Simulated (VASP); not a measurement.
# Cu (Fm-3m) in VASP: a series of runs

The runs below take Cu through single point, with PBE.

Everything below comes from runs of VASP 6.6.1. Logs are shortened: lines on timing, memory, paths and dates and some standing lists are left out, and cuts for length are marked.

### Step 1. The cell of the first run

Symmetry: Fm-3m, No. 225, cubic system. The conventional cell has a = 3.556 Å, b = 3.556 Å, c = 3.556 Å, α = 90.00°, β = 90.00°, γ = 90.00°. Cu (site symmetry m-3m) has 12 Cu at 2.51 Å within 3.3 Å.

### Step 2. Single point, PBE

INCAR

```
SYSTEM = Cu
PREC = Accurate ; ENCUT = 520
EDIFF = 1E-7 ; ISMEAR = -1
SIGMA = 0.06122561905347299 ; LREAL = .False.
LASPH = .True. ; NELM = 100
ALGO = Normal ; ISIF = 2
LWAVE = .False. ; LCHARG = .True.
GGA = PE ; LELF = .True.
LVHAR = .True. ; NBANDS = 12
```

KPOINTS

```
regular mesh
0
Gamma
  18 18 18
  0 0 0
```

POSCAR

```
Cu
1.0
    0.0000000000      1.7780789525      1.7780789525
    1.7780789525      0.0000000000      1.7780789525
    1.7780789525      1.7780789525      0.0000000000
Cu
1
Direct
    0.0000000000      0.0000000000      0.0000000000
```

Potentials or basis: VASP PAW PBE potentials, release 64 (Cu).

Launch:

```console
> cat potpaw_PBE.64/Cu/POTCAR > POTCAR
> mpirun -np 1 vasp_std > vasp.out
```

OUTCAR:

```text
SYSTEM = Cu
   PREC = Accurate
   ENCUT = 520
   EDIFF = 1E-7
   ISMEAR = -1
   LREAL = .False.
   LASPH = .True.
   NELM = 100
   ISIF = 2
   GGA = PE

 ion  position               nearest neighbor table
   1  0.000  0.000  0.000-

  LATTYP: Found a face centered cubic cell.
 ALAT       =     3.5561579050

  Lattice vectors:

 A1 = (   0.0000000000,   1.7780789525,   1.7780789525)
 A2 = (   1.7780789525,   0.0000000000,   1.7780789525)
 A3 = (   1.7780789525,   1.7780789525,   0.0000000000)

Analysis of symmetry for initial positions (statically):
=====================================================================
 Subroutine PRICEL returns:
 Original cell was already a primitive cell.

 Routine SETGRP: Setting up the symmetry group for a
 face centered cubic supercell.

 Subroutine GETGRP returns: Found 48 space group operations
 (whereof 48 operations were pure point group operations)
 out of a pool of 48 trial point group operations.

The static configuration has the point symmetry O_h .

Analysis of symmetry for dynamics (positions and initial velocities):
=====================================================================
 Subroutine PRICEL returns:
 Original cell was already a primitive cell.

 Routine SETGRP: Setting up the symmetry group for a
 face centered cubic supercell.

 Subroutine GETGRP returns: Found 48 space group operations
 (whereof 48 operations were pure point group operations)
 out of a pool of 48 trial point group operations.

The dynamic configuration has the point symmetry O_h .

 Subroutine INISYM returns: Found 48 space group operations
 (whereof 48 operations are pure point group operations),
 and found     1 'primitive' translations

----------------------------------------------------------------------------------------

                                     Primitive cell

  volume of cell :      11.2430

  direct lattice vectors                    reciprocal lattice vectors
     0.000000000  1.778078953  1.778078953    -0.281202361  0.281202361  0.281202361
     1.778078953  0.000000000  1.778078953     0.281202361 -0.281202361  0.281202361
     1.778078953  1.778078953  0.000000000     0.281202361  0.281202361 -0.281202361

  length of vectors
     2.514583370  2.514583370  2.514583370     0.487056777  0.487056777  0.487056777

  position of ions in fractional coordinates (direct lattice)
     0.000000000  0.000000000  0.000000000
[... 81 lines left out ...]
   NFREE  =      0    steps in history (QN), initial steepest desc. (CG)
   ISIF   =      2    stress and relaxation
   ISYM   =      2    0-nonsym 1-usesym 2-fastsym
   POTIM  = 0.5000    time-step for ionic-motion
   TEBEG  =    0.0;   TEEND  =   0.0 temperature during run
   PSTRESS=    0.0 pullay stress
   NELECT =      11.0000    total number of electrons
   NUPDOWN=      -1.0000    fix difference up-down
   EMIN   =  10.00;   EMAX   =-10.00  energy-range for DOS
   EFERMI =   0.00;   METHOD = LEGACY
   ISMEAR =    -1;   SIGMA  =   0.06  broadening in eV -4-tet -1-fermi 0-gaus
   EFERMI_NEDOS =   21; number of points for ismear=-14 and -15
   IALGO  =     38    algorithm
   IMIX   =      4    mixing-type and parameters
     AMIX     =   0.40;   BMIX     =  1.00
     AMIX_MAG =   1.60;   BMIX_MAG =  1.00
  volume/ion in A,a.u.               =      11.24        75.87
  Fermi-wavevector in a.u.,A,eV,Ry     =   1.625217  3.071215 35.937480  2.641330
  Thomas-Fermi vector in A             =   2.718376
   LORBIT       =      0    0 simple, 1 ext, 2 COOP (PROOUT), +10 PAW based schemes
   GGA     = PE    functional components
   LHFCALC =     F    Hartree Fock is set to
   AEXX    =    0.0000 exact exchange contribution
   IVDW    =     0    specifies the selected vdW correction
   LEPSILON=     F    determine dielectric tensor
   LRPA    =     F    only Hartree local field effects (RPA)
 non-spin polarized calculation
  energy-cutoff  :      520.00
  volume of cell :       11.24
 maximum number of plane-waves:       315
   NGX =  9   NGY =  9   NGZ =  9

 number of electron      11.0000013 magnetization

 Free energy of the ion-electron system (eV)
  ---------------------------------------------------
  ext. energy  EPLUGINS =         0.00000000
  ---------------------------------------------------
  free energy    TOTEN  =        -3.70582714 eV

  energy without entropy =       -3.70193423  energy(sigma->0) =       -3.70388068

 E-fermi :   8.1952     XC(G=0): -13.0139

 val. band max:        8.1752449687   @ k =   0.5000   0.1111   0.0000
 cond. band min:       8.2142214638   @ k =  -0.4444   0.1111   0.0556
 fundamental gap:      0.0389764951
 Fermi energy:         8.1951756245

 k-point     1 :       0.0000    0.0000    0.0000
  band No.  band energies     occupation
      1      -1.5207      2.00000
      2       5.0322      2.00000
      3       5.0322      2.00000
      4       5.0322      2.00000
      5       5.9198      2.00000
      6       5.9198      2.00000
      7      31.1990      0.00000
      8      34.2307      0.00000
      9      34.2307      0.00000
     10      34.2307      0.00000
     11      36.7736      0.00000
     12      36.7736      0.00000
[... 331 lines left out ...]
 k-point    24 :      -0.2222    0.0556    0.0000
  band No.  band energies     occupation
      1       0.6203      2.00000
      2       4.7138      2.00000
      3       5.1997      2.00000
      4       5.2415      2.00000
      5       5.8667      2.00000
      6       6.1299      2.00000
      7      21.6229      0.00000
      8      28.7659      0.00000
      9      32.4395      0.00000
     10      33.7845      0.00000
     11      36.3258      0.00000
     12      36.9164      0.00000

 [... further k-points ...]

------------------------ aborting loop because EDIFF is reached ----------------------------------------

  FORCE on cell =-STRESS in cart. coord.  units (eV):
  Direction    XX          YY          ZZ          XY          YZ          ZX
  --------------------------------------------------------------------------------------
  -------------------------------------------------------------------------------------
  Total        0.7522650      0.7522650      0.7522650      0.0000000      0.0000000      0.0000000
  in kB      107.2008773    107.2008773    107.2008773      0.0000000      0.0000000      0.0000000
  external PRESSURE =     107.2008773 kB  Pullay stress =       0.0000000 kB

 VOLUME and BASIS-vectors are now :
 -----------------------------------------------------------------------------
  energy-cutoff  :      520.00
  volume of cell :       11.24
      direct lattice vectors                 reciprocal lattice vectors
     0.000000000  1.778078953  1.778078953    -0.281202361  0.281202361  0.281202361
     1.778078953  0.000000000  1.778078953     0.281202361 -0.281202361  0.281202361
     1.778078953  1.778078953  0.000000000     0.281202361  0.281202361 -0.281202361

 POSITION                                       TOTAL-FORCE (eV/Angst)
 -----------------------------------------------------------------------------------
      0.00000      0.00000      0.00000         0.000000     -0.000000      0.000000
 -----------------------------------------------------------------------------------
    total drift:                               -0.000000     -0.000000     -0.000000

  FREE ENERGIE OF THE ION-ELECTRON SYSTEM (eV)
  ---------------------------------------------------
  free  energy   TOTEN  =        -3.7058271352 eV

  energy  without entropy=       -3.7019342316  energy(sigma->0) =       -3.70388068
```

OSZICAR:

```text
N       E                     dE             d eps       ncg     rms          rms(c)
DAV:   1     0.429749703697E+02    0.42975E+02   -0.54129E+03  5236   0.157E+03
DAV:   2    -0.324547240192E+01   -0.46220E+02   -0.42494E+02  4828   0.206E+02
DAV:   3    -0.462040070309E+01   -0.13749E+01   -0.13682E+01  5400   0.404E+01
DAV:   4    -0.462881486903E+01   -0.84142E-02   -0.84129E-02  5320   0.280E+00
DAV:   5    -0.462889077304E+01   -0.75904E-04   -0.75903E-04  5544   0.270E-01    0.774E+00
DAV:   6    -0.405044519254E+01    0.57845E+00   -0.13783E+01  5604   0.713E+01    0.363E+00
DAV:   7    -0.372007678345E+01    0.33037E+00   -0.20849E+00  5600   0.276E+01    0.637E-01
DAV:   8    -0.370704998738E+01    0.13027E-01   -0.45512E-03  6024   0.763E-01    0.264E-01
DAV:   9    -0.370582528262E+01    0.12247E-02   -0.72768E-03  5928   0.150E+00    0.295E-02
DAV:  10    -0.370582813384E+01   -0.28512E-05   -0.37574E-05  6836   0.104E-01    0.708E-03
DAV:  11    -0.370582695297E+01    0.11809E-05   -0.55743E-07  5748   0.130E-02    0.216E-04
DAV:  12    -0.370582705492E+01   -0.10195E-06   -0.65406E-09  3228   0.877E-04    0.125E-04
DAV:  13    -0.370582713519E+01   -0.80274E-07   -0.24303E-09  2848   0.847E-04
   1 F= -.37058271E+01 E0= -.37038807E+01  d E =-.389290E-02
```

Wall time 19 s (1 thread of AMD EPYC 7R13 (Zen 3), shared host); peak memory 0.11 GiB.

Results:

| Property | Result |
| --- | --- |
| Free energy | -3.7058 eV |
| Pressure | 10.7 GPa |
| Band gap on the k mesh | zero (an odd number of electrons rules out a gap without spin polarisation) |

Caveat: the cell stands under pressure.

### Step 3. Single point, PBE

INCAR

```
PREC = Accurate
ENCUT = 520
EDIFF = 1E-6
ISMEAR = -1
SIGMA = 0.06122561905347299
LREAL = F
LASPH = T
NELM = 60
ALGO = Normal
ISIF = 2
LWAVE = F
LCHARG = T
GGA = PE
LELF = T
LVHAR = T
NBANDS = 12
```

KPOINTS

```
regular mesh
0
Gamma
  18 18 18
```

POSCAR is that of step 2.

Potentials or basis: VASP PAW PBE potentials, release 64 (Cu).

Launch:

```console
> cat potpaw_PBE.64/Cu/POTCAR > POTCAR
> mpirun -np 1 vasp_std > vasp.out
```

It took 18 s on 1 thread of AMD EPYC 7R13 (Zen 3), shared host; peak memory 0.11 GiB.

Results (log left out):

```yaml
Free_energy: -3.7058 eV
Pressure: 10.7 GPa
Band_gap_on_the_k_mesh: zero (an odd number of electrons rules out a gap without spin polarisation)
```

Levels at points of the mesh, in eV from the Fermi level:
```
           k point  band 4  band 5  band 6  band 7  band 8  band 9
(0.00, 0.00, 0.00)   -3.16   -2.28   -2.28   23.00   26.04   26.04
(0.50, 0.00, 0.00)   -1.66   -1.66   -1.13    4.03   21.47   22.87
(0.50, 0.50, 0.00)   -1.51   -1.51    1.48    7.48   13.49   13.49
```

Caveat: the cell stands under pressure.

### Step 4. Single point, PBE

This run uses another cell than the first one, of 11.48 Å³/atom.

Changes to INCAR since step 3:

```diff
@@ -2,3 +2,3 @@
 ENCUT = 520
-EDIFF = 1E-6
+EDIFF = 1E-7
 ISMEAR = -1
@@ -7,3 +7,3 @@
 LASPH = T
-NELM = 60
+NELM = 100
 ALGO = Normal
```

KPOINTS is that of step 3.

POSCAR

```
Cu
1.0
    0.0000000000      1.7906010479      1.7906010479
    1.7906010479      0.0000000000      1.7906010479
    1.7906010479      1.7906010479      0.0000000000
Cu
1
Direct
    0.0000000000      0.0000000000      0.0000000000
```

Launch:

```console
> cat potpaw_PBE.64/Cu/POTCAR > POTCAR
> mpirun -np 1 vasp_std > vasp.out
```

Wall time 19 s (1 thread of AMD EPYC 7R13 (Zen 3), shared host); peak memory 0.11 GiB.

It converged, with:

```
Free energy            : -3.7191 eV
Pressure               : 6.9 GPa
Band gap on the k mesh : zero (an odd number of electrons rules out a gap without spin polarisation)
```

Levels at points of the mesh, in eV from the Fermi level:
```csv
k point,band 2,band 3,band 4,band 5,band 6,band 7,band 8,band 9,band 10,band 11
"(0.00, 0.00, 0.00)",-3.09,-3.09,-3.09,-2.24,-2.24,22.84,25.70,25.70,25.70,28.22
"(0.50, 0.00, 0.00)",-3.13,-3.13,-1.64,-1.64,-1.07,3.92,21.32,22.53,22.53,25.50
"(0.50, 0.50, 0.00)",-4.55,-1.66,-1.49,-1.49,1.50,7.33,13.32,13.32,17.89,20.75
```

Caveat: the cell stands under pressure.

### Step 5. Single point, PBE

This run uses another cell than the first one, of 11.48 Å³/atom.

INCAR

```
SYSTEM = Cu
  PREC = Accurate
  ENCUT = 520
  EDIFF = 1E-7
  ISMEAR = -1
  SIGMA = 0.06122561905347299
  LREAL = .False.
  LASPH = .True.
  NELM = 80
  ALGO = Normal
  ISIF = 2
  LWAVE = .False.
  LCHARG = .False.
  GGA = PE
  NBANDS = 12
```

KPOINTS

```
regular mesh
0
Gamma
  18 18 18
  0 0 0
```

POSCAR is that of step 4.

Launch:

```console
> cat potpaw_PBE.64/Cu/POTCAR > POTCAR
> mpirun -np 1 vasp_std > vasp.out
```

Run time: 18 s. Hardware: 1 thread of AMD EPYC 7R13 (Zen 3), shared host; peak memory 0.11 GiB.

The run converged. Its results:

```yaml
Free_energy: -3.7191 eV
Pressure: 6.9 GPa
Band_gap_on_the_k_mesh: zero (an odd number of electrons rules out a gap without spin polarisation)
```

Levels at points of the mesh, in eV from the Fermi level:
```csv
k point,band 4,band 5,band 6,band 7,band 8,band 9
"(0.00, 0.00, 0.00)",-3.09,-2.24,-2.24,22.84,25.70,25.70
"(0.50, 0.00, 0.00)",-1.64,-1.64,-1.07,3.92,21.32,22.53
"(0.50, 0.50, 0.00)",-1.49,-1.49,1.50,7.33,13.32,13.32
```

Caveat: the cell stands under pressure.

### Step 6. Single point, PBE

This run uses another cell than the first one, of 11.72 Å³/atom.

INCAR

```
SYSTEM = Cu
PREC = Accurate
ENCUT = 520
EDIFF = 1E-7
ISMEAR = -1
SIGMA = 0.06122561905347299
LREAL = .False.
LASPH = .True.
NELM = 80
ALGO = Normal
ISIF = 2
LWAVE = .False.
LCHARG = .False.
GGA = PE
NBANDS = 12
```

KPOINTS

```
Automatic mesh
0
Gamma
  18 18 18
  0 0 0
```

POSCAR

```
Cu
1.0
    0.0000000000      1.8029504109      1.8029504109
    1.8029504109      0.0000000000      1.8029504109
    1.8029504109      1.8029504109      0.0000000000
Cu
1
Direct
    0.0000000000      0.0000000000      0.0000000000
```

Potentials or basis: VASP PAW PBE potentials, release 64 (Cu).

Launch:

```console
> cat potpaw_PBE.64/Cu/POTCAR > POTCAR
> mpirun -np 1 vasp_std > vasp.out
```

It took 18 s on 1 thread of AMD EPYC 7R13 (Zen 3), shared host; peak memory 0.11 GiB.

Results (log left out):

```yaml
Free_energy: -3.7270 eV
Pressure: 3.5 GPa
Band_gap_on_the_k_mesh: zero (an odd number of electrons rules out a gap without spin polarisation)
```

Levels at points of the mesh, in eV from the Fermi level:
| k point | band 4 | band 5 | band 6 | band 7 | band 8 | band 9 |
| --- | --- | --- | --- | --- | --- | --- |
| (0.00, 0.00, 0.00) | -3.03 | -2.20 | -2.20 | 22.67 | 25.38 | 25.38 |
| (0.50, 0.00, 0.00) | -1.62 | -1.62 | -1.01 | 3.82 | 21.16 | 22.21 |
| (0.50, 0.50, 0.00) | -1.48 | -1.48 | 1.51 | 7.19 | 13.16 | 13.16 |

Caveat: the cell stands under pressure.

### Step 7. Overview

```csv
cell,gap on the mesh (eV),pressure (GPa)
"a = 2.515 Å, angles 60.0°, 1 atom",none,10.7
"a = 2.532 Å, angles 60.0°, 1 atom",none,6.9
"a = 2.550 Å, angles 60.0°, 1 atom",none,3.5
```

Alike in all rows: task single point; level PBE; potentials or basis VASP PAW PBE potentials, release 64 (Cu); no spin polarisation; k mesh 18 × 18 × 18; cutoff (eV) 520; smearing fermi-dirac 0.0612256 eV.

Caveats: the cell stands under pressure.

Absolute energies hang on the potentials; compare differences alone.
